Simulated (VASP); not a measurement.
Runs of VASP 6.6.1 on C. The structure is that of space group C2/m (No. 12), or close to it. The cells are those of the table. 

```csv
task,cell,cutoff (eV),gap on the mesh (eV),pressure (GPa),relaxed volume (Å³/atom)
single point,"a = 2.465, b = 2.465, c = 3.922 Å, angles 97.7, 97.7, 60.0°, 2 atoms",520,none,0.9,-
single point,"a = 2.467, b = 2.467, c = 4.392 Å, angles 93.4, 93.4, 60.0°, 2 atoms",520,none,0.3,-
relaxation of shape and atoms at fixed volume,"relaxed from a = 2.439, b = 2.439, c = 3.978 Å, angles 94.8, 94.8, 60.0°, 2 atoms",600,none,0.4,10.20
relaxation of shape and atoms at fixed volume,"relaxed from a = 2.491, b = 2.491, c = 4.306 Å, angles 93.5, 93.5, 60.0°, 2 atoms",600,none,-0.3,(a)
```

Alike in all rows: level PBE; potentials or basis VASP PAW PBE potentials, release 64 (C); no spin polarisation; k mesh 12 × 12 × 8; smearing gaussian 0.02 eV.

Problem. Fill in the values left out.

Solution. (a) 11.54.

Caveats: this functional lacks dispersion, which binds layers or chains, so the pressure and a relaxed spacing across them are unreliable.

A gap of «none» marks levels without a gap at the run's occupations.
